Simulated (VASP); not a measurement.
# Rh (P6_3/mmc) in VASP: notebook

The runs below take Rh through single point, with BLYP.

Program: VASP 6.6.1. These are calculated values, not measurements. Logs are shortened: lines on timing, memory, paths and dates and some standing lists are left out, and cuts for length are marked.

## (1) The cell of the first run

The structure is hexagonal, space group P6_3/mmc (No. 194). The conventional cell has a = 2.661 Å, b = 2.661 Å, c = 4.280 Å, α = 90.00°, β = 90.00°, γ = 120.00°. Within 3.5 Å of Rh (site symmetry -6m2) lie 12 Rh at 2.63 to 2.66 Å.

## (2) Single point, BLYP (volume scaled by 0.88)

File INCAR:

```
SYSTEM = Rh
AGGAC = 1.0
AGGAX = 1.0
ALDAC = 0.0
ALDAX = 1.0
ALGO = Normal
EDIFF = 1E-6
ENCUT = 520
GGA = B5
ISIF = 2
ISMEAR = -1
LASPH = .True.
LCHARG = .False.
LREAL = .False.
LWAVE = .False.
NBANDS = 22
NELM = 60
PREC = Accurate
SIGMA = 0.1
```

File KPOINTS:

```
k-points
0
Gamma
  15 15 8
  0 0 0
```

File POSCAR:

```
Rh
1.0
    2.6611074943      0.0000000000      0.0000000000
   -1.3305537471      2.3045866923      0.0000000000
    0.0000000000      0.0000000000      4.2799730759
Rh
2
Direct
    0.3333333333      0.6666666667      0.2500000000
    0.6666666667      0.3333333333      0.7500000000
```

Potentials or basis: VASP PAW PBE potentials, release 64 (Rh_pv).

Started as:

```console
> cat potpaw_PBE.64/Rh_pv/POTCAR > POTCAR
> mpirun -np 1 vasp_std > vasp.out
```

OUTCAR:

```text
SYSTEM = Rh
   EDIFF = 1E-6
   ENCUT = 520
   GGA = B5
   ISIF = 2
   ISMEAR = -1
   LASPH = .True.
   LREAL = .False.
   NELM = 60
   PREC = Accurate

 ion  position               nearest neighbor table
   1  0.333  0.667  0.250-   2 2.63   2 2.63   2 2.63   2 2.63   2 2.63   2 2.63
   2  0.667  0.333  0.750-   1 2.63   1 2.63   1 2.63   1 2.63   1 2.63   1 2.63

  LATTYP: Found a hexagonal cell.
 ALAT       =     2.6611074943
 C/A-ratio  =     1.6083427990

  Lattice vectors:

 A1 = (   2.6611074943,   0.0000000000,   0.0000000000)
 A2 = (  -1.3305537471,   2.3045866923,   0.0000000000)
 A3 = (   0.0000000000,   0.0000000000,   4.2799730759)

Analysis of symmetry for initial positions (statically):
=====================================================================
 Subroutine PRICEL returns:
 Original cell was already a primitive cell.

 Routine SETGRP: Setting up the symmetry group for a
 hexagonal supercell.

 Subroutine GETGRP returns: Found 24 space group operations
 (whereof 12 operations were pure point group operations)
 out of a pool of 24 trial point group operations.

The static configuration has the point symmetry D_3d.
 The point group associated with its full space group is D_6h.

Analysis of symmetry for dynamics (positions and initial velocities):
=====================================================================
 Subroutine PRICEL returns:
 Original cell was already a primitive cell.

 Routine SETGRP: Setting up the symmetry group for a
 hexagonal supercell.

 Subroutine GETGRP returns: Found 24 space group operations
 (whereof 12 operations were pure point group operations)
 out of a pool of 24 trial point group operations.

The dynamic configuration has the point symmetry D_3d.
 The point group associated with its full space group is D_6h.

 Subroutine INISYM returns: Found 24 space group operations
 (whereof 12 operations are pure point group operations),
 and found     1 'primitive' translations

----------------------------------------------------------------------------------------

                                     Primitive cell

  volume of cell :      26.2480

  direct lattice vectors                    reciprocal lattice vectors
     2.661107494  0.000000000  0.000000000     0.375783392  0.216958642  0.000000000
    -1.330553747  2.304586692  0.000000000     0.000000000  0.433917285  0.000000000
     0.000000000  0.000000000  4.279973076     0.000000000  0.000000000  0.233646330

  length of vectors
     2.661107494  2.661107494  4.279973076     0.433917285  0.433917285  0.233646330

  position of ions in fractional coordinates (direct lattice)
     0.333333333  0.666666667  0.250000000
     0.666666667  0.333333333  0.750000000

  ion indices of the primitive-cell ions
   primitive index   ion index
                 1           1
                 2           2

----------------------------------------------------------------------------------------

 KPOINTS: k-points

Automatic generation of k-mesh.
 Grid dimensions read from file:
 generate k-points for:   15   15    8

 Generating k-lattice:

  Cartesian coordinates                     Fractional coordinates (reciprocal lattice)
     0.025052226  0.014463909  0.000000000     0.066666667  0.000000000  0.000000000
     0.000000000  0.028927819  0.000000000     0.000000000  0.066666667  0.000000000
     0.000000000  0.000000000  0.029205791     0.000000000  0.000000000  0.125000000

  Length of vectors
     0.028927819  0.028927819  0.029205791

  Shift w.r.t. Gamma in fractional coordinates (k-lattice)
     0.000000000  0.000000000  0.000000000

 Subroutine IBZKPT returns following result:
 ===========================================

 Found    135 irreducible k-points:

 Following reciprocal coordinates:
            Coordinates               Weight
  0.000000  0.000000  0.000000      1.000000
  0.066667 -0.000000  0.000000      6.000000
  0.133333 -0.000000  0.000000      6.000000
  0.200000 -0.000000  0.000000      6.000000
  0.266667 -0.000000  0.000000      6.000000
  0.333333  0.000000  0.000000      6.000000
[... 16 lines left out ...]
  0.333333  0.200000  0.000000     12.000000
  0.400000  0.200000  0.000000      6.000000
 [... further k-points ...]
   k-points           NKPTS =    135   k-points in BZ     NKDIM =    135   number of bands    NBANDS=     22
   number of dos      NEDOS =    301   number of ions     NIONS =      2
   total plane-waves  NPLWV =  12800
   dimension x,y,z NGX =    20 NGY =   20 NGZ =   32
   dimension x,y,z NGXF=    40 NGYF=   40 NGZF=   64
   ions per type =               2
   NGX,Y,Z   is equivalent  to a cutoff of  12.49, 12.49, 12.43 a.u.
   NGXF,Y,Z  is equivalent  to a cutoff of  24.99, 24.99, 24.86 a.u.
 SYSTEM =  Rh
   PREC   = accura    normal or accurate (medium, high low for compatibility)
   ISTART =      0    job   : 0-new  1-cont  2-samecut
   ICHARG =      2    charge: 1-file 2-atom 10-const
   ISPIN  =      1    spin polarized calculation?
   LNONCOLLINEAR =      F non collinear calculations
   LSORBIT =      F    spin-orbit coupling
   LASPH  =      T    aspherical Exc in radial PAW
   ENCUT  =  520.0 eV  38.22 Ry    6.18 a.u.   4.95  4.95  7.96*2*pi/ulx,y,z
   NELM   =     60;   NELMIN=  2; NELMDL= -5     # of ELM steps
   EDIFF  = 0.1E-05   stopping-criterion for ELM
   LREAL  =      F    real-space projection
   EDIFFG = 0.1E-04   stopping-criterion for IOM
   NSW    =      0    number of steps for IOM
   IBRION =     -1    ionic relax: 0-MD 1-quasi-New 2-CG
   NFREE  =      0    steps in history (QN), initial steepest desc. (CG)
   ISIF   =      2    stress and relaxation
   ISYM   =      2    0-nonsym 1-usesym 2-fastsym
   POTIM  = 0.5000    time-step for ionic-motion
   TEBEG  =    0.0;   TEEND  =   0.0 temperature during run
   PSTRESS=    0.0 pullay stress
   NELECT =      30.0000    total number of electrons
   NUPDOWN=      -1.0000    fix difference up-down
   EMIN   =  10.00;   EMAX   =-10.00  energy-range for DOS
   EFERMI =   0.00;   METHOD = LEGACY
   ISMEAR =    -1;   SIGMA  =   0.10  broadening in eV -4-tet -1-fermi 0-gaus
   EFERMI_NEDOS =   21; number of points for ismear=-14 and -15
   IALGO  =     38    algorithm
   IMIX   =      4    mixing-type and parameters
     AMIX     =   0.40;   BMIX     =  1.00
     AMIX_MAG =   1.60;   BMIX_MAG =  1.00
  volume/ion in A,a.u.               =      13.12        88.57
  Fermi-wavevector in a.u.,A,eV,Ry     =   1.711656  3.234560 39.861877  2.929765
  Thomas-Fermi vector in A             =   2.789730
   LORBIT       =      0    0 simple, 1 ext, 2 COOP (PROOUT), +10 PAW based schemes
   GGA     = B5    functional components
   LHFCALC =     F    Hartree Fock is set to
   AEXX    =    0.0000 exact exchange contribution
   IVDW    =     0    specifies the selected vdW correction
   LEPSILON=     F    determine dielectric tensor
   LRPA    =     F    only Hartree local field effects (RPA)
 non-spin polarized calculation
  energy-cutoff  :      520.00
  volume of cell :       26.25
 maximum number of plane-waves:       732
 NGX is ok and might be reduce to    20
   NGX =  9   NGY =  9   NGZ = 15

 number of electron      29.9999991 magnetization

 Free energy of the ion-electron system (eV)
  ---------------------------------------------------
  ext. energy  EPLUGINS =         0.00000000
  ---------------------------------------------------
  free energy    TOTEN  =       -11.93024327 eV

  energy without entropy =      -11.82761855  energy(sigma->0) =      -11.87893091

 E-fermi :  13.4082     XC(G=0): -13.6736

 val. band max:       13.4050917029   @ k =   0.4000   0.0000   0.0000
 cond. band min:      13.4109660212   @ k =   0.2667   0.0667   0.3750
 fundamental gap:      0.0058743183
 Fermi energy:        13.4082368417

 k-point     1 :       0.0000    0.0000    0.0000
  band No.  band energies     occupation
      1     -33.8565      2.00000
      2     -33.0760      2.00000
      3     -33.0760      2.00000
      4     -32.9540      2.00000
      5     -32.9456      2.00000
      6     -32.9456      2.00000
[... 14 lines left out ...]
     21      31.9167      0.00000
     22      32.5598      0.00000

 k-point     2 :       0.0667   -0.0000    0.0000
  band No.  band energies     occupation
      1     -33.8442      2.00000
      2     -33.1035      2.00000
      3     -33.0850      2.00000
      4     -32.9743      2.00000
      5     -32.9593      2.00000
      6     -32.9499      2.00000
[... 14 lines left out ...]
     21      32.1058      0.00000
     22      32.7368      0.00000

 k-point     3 :       0.1333   -0.0000    0.0000
  band No.  band energies     occupation
      1     -33.8083      2.00000
      2     -33.1814      2.00000
      3     -33.1102      2.00000
      4     -33.0545      2.00000
      5     -32.9752      2.00000
      6     -32.9621      2.00000
[... 14 lines left out ...]
     21      32.5565      0.00000
     22      32.7524      0.00000

 k-point     4 :       0.2000   -0.0000    0.0000
  band No.  band energies     occupation
      1     -33.7523      2.00000
      2     -33.2963      2.00000
      3     -33.1702      2.00000
      4     -33.1461      2.00000
      5     -33.0018      2.00000
      6     -32.9811      2.00000
[... 14 lines left out ...]
     21      32.2030      0.00000
     22      32.2800      0.00000

 k-point     5 :       0.2667   -0.0000    0.0000
  band No.  band energies     occupation
      1     -33.6812      2.00000
      2     -33.4282      2.00000
      3     -33.2997      2.00000
      4     -33.1862      2.00000
      5     -33.0389      2.00000
      6     -33.0038      2.00000
[... 14 lines left out ...]
     21      30.5181      0.00000
     22      30.9091      0.00000

 k-point     6 :       0.3333    0.0000    0.0000
  band No.  band energies     occupation
      1     -33.6028      2.00000
      2     -33.5543      2.00000
      3     -33.4204      2.00000
      4     -33.2236      2.00000
      5     -33.0848      2.00000
      6     -33.0262      2.00000
[... 14 lines left out ...]
     21      28.9296      0.00000
     22      29.7977      0.00000

 k-point     7 :       0.4000    0.0000    0.0000
  band No.  band energies     occupation
      1     -33.6527      2.00000
      2     -33.5283      2.00000
      3     -33.5129      2.00000
      4     -33.2524      2.00000
      5     -33.1338      2.00000
      6     -33.0440      2.00000
[... 324 lines left out ...]
      6     -33.1239      2.00000
[... 14 lines left out ...]
     21      25.4648      0.00000
     22      28.7750      0.00000

 k-point    21 :       0.2000    0.2000    0.0000
  band No.  band energies     occupation
      1     -33.5822      2.00000
      2     -33.4846      2.00000
      3     -33.4740      2.00000
      4     -33.2345      2.00000
      5     -33.1095      2.00000
      6     -33.0975      2.00000
[... 14 lines left out ...]
     21      25.9110      0.00000
     22      30.3416      0.00000

 k-point    22 :       0.2667    0.2000    0.0000
  band No.  band energies     occupation
      1     -33.5697      2.00000
      2     -33.5078      2.00000
      3     -33.5038      2.00000
      4     -33.2977      2.00000
      5     -33.1579      2.00000
      6     -33.1478      2.00000
[... 14 lines left out ...]
     21      24.6143      0.00000
     22      29.8173      0.00000

 k-point    23 :       0.3333    0.2000    0.0000
  band No.  band energies     occupation
      1     -33.6266      2.00000
      2     -33.5090      2.00000
      3     -33.4403      2.00000
      4     -33.3577      2.00000
      5     -33.1989      2.00000
      6     -33.1889      2.00000
[... 14 lines left out ...]
     21      25.7857      0.00000
     22      29.3419      0.00000

 k-point    24 :       0.4000    0.2000    0.0000
  band No.  band energies     occupation
      1     -33.6464      2.00000
      2     -33.5050      2.00000
      3     -33.4077      2.00000
      4     -33.3854      2.00000
      5     -33.2258      2.00000
      6     -33.1996      2.00000
[... 14 lines left out ...]
     21      26.4983      0.00000
     22      28.7489      0.00000

 [... further k-points ...]
[... 5 lines left out ...]
  --------------------------------------------------------------------------------------
  -------------------------------------------------------------------------------------
  Total        6.2100727      6.2100727      6.4014608      0.0000000      0.0000000      0.0000000
  in kB      379.0624445    379.0624445    390.7447667      0.0000000      0.0000000      0.0000000
  external PRESSURE =     382.9565519 kB  Pullay stress =       0.0000000 kB

 VOLUME and BASIS-vectors are now :
 -----------------------------------------------------------------------------
  energy-cutoff  :      520.00
  volume of cell :       26.25
      direct lattice vectors                 reciprocal lattice vectors
     2.661107494  0.000000000  0.000000000     0.375783392  0.216958642  0.000000000
    -1.330553747  2.304586692  0.000000000     0.000000000  0.433917285  0.000000000
     0.000000000  0.000000000  4.279973076     0.000000000  0.000000000  0.233646330

 POSITION                                       TOTAL-FORCE (eV/Angst)
 -----------------------------------------------------------------------------------
     -0.00000      1.53639      1.06999        -0.000000     -0.000000      0.000000
      1.33055      0.76820      3.20998         0.000000      0.000000      0.000000
 -----------------------------------------------------------------------------------
    total drift:                               -0.000000      0.000000     -0.000000

  FREE ENERGIE OF THE ION-ELECTRON SYSTEM (eV)
  ---------------------------------------------------
  free  energy   TOTEN  =       -11.9302432738 eV

  energy  without entropy=      -11.8276185495  energy(sigma->0) =      -11.87893091
```

Wall time 33 s (1 thread of Intel Xeon Platinum 8375C at 2.90GHz (Ice Lake), shared host); peak memory 0.18 GiB.

What came out:

```yaml
Free_energy: -11.9302 eV
Pressure: 38.3 GPa
Band_gap_on_the_k_mesh: zero (band 15 reaches 14.11 eV, above the bottom of band 16 at 11.60 eV)
```

Caveat: the PAW data sets were made with another functional, which shifts forces and pressure a little.

## (3) Single point, BLYP (volume scaled by 0.92)

File INCAR:

```
SYSTEM = Rh
PREC = Accurate ; ENCUT = 520
EDIFF = 1E-6 ; ISMEAR = -1
SIGMA = 0.1 ; LREAL = .False.
LASPH = .True. ; NELM = 80
ALGO = Normal ; ISIF = 2
LWAVE = .False. ; LCHARG = .False.
GGA = B5 ; ALDAX = 1.0
AGGAX = 1.0 ; AGGAC = 1.0
ALDAC = 0.0 ; NBANDS = 22
```

File KPOINTS:

```
Automatic mesh
0
Gamma
  15 15 8
  0 0 0
```

File POSCAR:

```
Rh
1.0
    2.7008313731      0.0000000000      0.0000000000
   -1.3504156865      2.3389885805      0.0000000000
    0.0000000000      0.0000000000      4.3438626903
Rh
2
Direct
    0.3333333333      0.6666666667      0.2500000000
    0.6666666667      0.3333333333      0.7500000000
```

Potentials or basis: VASP PAW PBE potentials, release 64 (Rh_pv).

Started as:

```console
> cat potpaw_PBE.64/Rh_pv/POTCAR > POTCAR
> mpirun -np 1 vasp_std > vasp.out
```

It took 33 s on 1 thread of Intel Xeon Platinum 8375C at 2.90GHz (Ice Lake), shared host; peak memory 0.18 GiB.

It converged, with:

```
Free energy            : -12.1550 eV
Pressure               : 22.4 GPa
Band gap on the k mesh : zero (band 15 reaches 13.20 eV, above the bottom of band 16 at 10.87 eV)
```

Stress tensor (GPa, compression positive):
```
22.23  0.00  0.00
 0.00 22.23  0.00
 0.00  0.00 22.86
```

Levels at points of the mesh, in eV from the Fermi level:
| k point | band 12 | band 13 | band 14 | band 15 | band 16 | band 17 | band 18 | band 19 |
| --- | --- | --- | --- | --- | --- | --- | --- | --- |
| (0.00, 0.00, 0.00) | -2.51 | -2.51 | -1.96 | -1.96 | 0.14 | 0.14 | 1.09 | 8.80 |
| (0.00, 0.00, 0.50) | -3.17 | -3.11 | -3.11 | -0.44 | -0.44 | -0.44 | -0.44 | 15.23 |

Caveat: the PAW data sets were made with another functional, which shifts forces and pressure a little.
